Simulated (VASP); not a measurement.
Input of a VASP 6.6.1 run:

File POSCAR:

```
Mg3Sb2
1.0
    4.3883408789      0.0000000000      0.0000000000
   -2.1941704395      3.8004146816      0.0000000000
    0.0000000000      0.0000000000      6.9074516924
Mg Sb
3 2
Direct
    0.3333333333      0.6666666667      0.6324140199
    0.6666666667      0.3333333333      0.3675859801
    0.0000000000      0.0000000000      0.0000000000
    0.3333333333      0.6666666667      0.2224614129
    0.6666666667      0.3333333333      0.7775385871
```

INCAR.step1

```
SYSTEM = Mg3Sb2
ALGO = Normal
EDIFF = 1E-5
ENCUT = 660
GGA = PE
GGA_COMPAT = .False.
ISMEAR = 0
LASPH = .True.
LCHARG = .False.
LREAL = .False.
LWAVE = .True.
NBANDS = 16
NELM = 120
PREC = Accurate
SIGMA = 0.02
```

The input INCAR.step2:

```
SYSTEM = Mg3Sb2
ALGO = Normal
EDIFF = 1E-6
ENCUT = 660
GGA_COMPAT = .False.
ISIF = 2
ISMEAR = 0
ISTART = 1
LASPH = .True.
LCHARG = .True.
LELF = .True.
LMIXTAU = .True.
LREAL = .False.
LVHAR = .True.
LWAVE = .False.
METAGGA = R2SCAN
NBANDS = 16
NELM = 120
PREC = Accurate
SIGMA = 0.02
```

File KPOINTS:

```
k-points
0
Gamma
  6 6 4
  0 0 0
```

Potentials or basis: VASP PAW PBE potentials, release 64 (Mg, Sb).

Command:

```bash
$ cat potpaw_PBE.64/Mg/POTCAR potpaw_PBE.64/Sb/POTCAR > POTCAR
$ cp INCAR.step1 INCAR
$ mpirun -np 1 vasp_std > vasp.out
$ cp INCAR.step2 INCAR
$ mpirun -np 1 vasp_std > vasp.out
```

(1) Predict the band gap on the k mesh.

(2) What does it give for the largest force?

(3) Predict the pressure.

## Answers

(1) 0.33 eV (least direct gap 1.78 eV).

(2) 0.021 eV/Å.

(3) 7.7 GPa.

Caveat: the cell stands under pressure; semilocal functionals underestimate gaps, and a narrow one can read as zero; the PAW data sets were made with another functional, which shifts forces and pressure a little; spin-orbit coupling is left out, which moves the levels of the heavy elements.
